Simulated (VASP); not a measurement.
A run of VASP 6.6.1:

Contents of INCAR:

```
SYSTEM = Se
PREC = Accurate ; ENCUT = 520
EDIFF = 1E-6 ; ISMEAR = -1
SIGMA = 0.05 ; LREAL = .False.
LASPH = .True. ; NELM = 60
ALGO = Normal ; ISIF = 2
LWAVE = .False. ; LCHARG = .True.
GGA = PS ; IVDW = 12
LELF = .True. ; LVHAR = .True.
NBANDS = 16
```

KPOINTS

```
Automatic mesh
0
Gamma
  7 7 6
  0 0 0
```

POSCAR

```
Se
1.0
    3.8839629996      0.0000000000      0.0000000000
   -1.9419814998      3.3636106250      0.0000000000
    0.0000000000      0.0000000000      5.1415420346
Se
3
Direct
    0.7389611054      0.7389611054      0.0000000000
    0.0000000000      0.2610388946      0.6666666667
    0.2610388946      0.0000000000      0.3333333333
```

Potentials or basis: VASP PAW PBE potentials, release 64 (Se).

The run is started by

```bash
$ cat potpaw_PBE.64/Se/POTCAR > POTCAR
$ mpirun -np 1 vasp_std > vasp.out
```

Hardware: 1 thread of Intel Xeon 8259CL, with other jobs on the host.

Q: How long does it take, and how much memory?

A: It took 78 s on 1 thread of Intel Xeon 8259CL, with other jobs on the host, peak memory 0.2 GiB. Counts: scf iterations 11, k points 40.
